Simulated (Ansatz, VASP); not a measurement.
# Mg2CdN2 in VASP and in Ansatz

```
CELL_PARAMETERS angstrom
3.55288 0.00000 0.00000
-1.77644 3.07689 0.00000
0.00000 0.00000 6.22318
ATOMIC_POSITIONS crystal
Mg 0.66667 0.33333 0.15344
Mg 0.33333 0.66667 0.84656
Cd 0.00000 0.00000 0.50000
N 0.66667 0.33333 0.77223
N 0.33333 0.66667 0.22777
```

Change from the starting cell: strain +0.000 along x and y, +0.040 along z, atoms carried along.

Alike in both runs: task single point; functional LDA; k mesh 12 × 12 × 6; occupations gaussian, width 0.03 eV; no spin polarisation.

|  | VASP | Ansatz |
| --- | --- | --- |
| version | VASP 6.6.1 | Ansatz 0.2.0 |
| potentials or method | VASP PAW LDA potentials, release 64 (Mg, Cd, N), cutoff 520 eV | scalar-relativistic, plane waves, PAW |
| valence electrons in the cell | 26 | 50 |

```csv
,VASP,Ansatz,Ansatz less VASP
gap on the k mesh at the Fermi level (eV),0.15,0.14,-0.006
least direct gap on the mesh (eV),0.38,0.37,-0.012
pressure (GPa),-11.2,-10.8,+0.46
"traceless stress, the component that is largest in VASP (GPa)",-2.08,-1.96,+0.123
rms of the force components (eV/Å),0.069,0.076,+0.0063
```

LDA's correlation is that of Perdew and Zunger in VASP and of Perdew and Wang (1992) in Ansatz. Atom by atom the forces differ by 0.021 eV/Å (rms over components). VASP's potentials hold 26 valence electrons a cell and Ansatz's 50, so a difference there can come from the potentials and not from the codes.
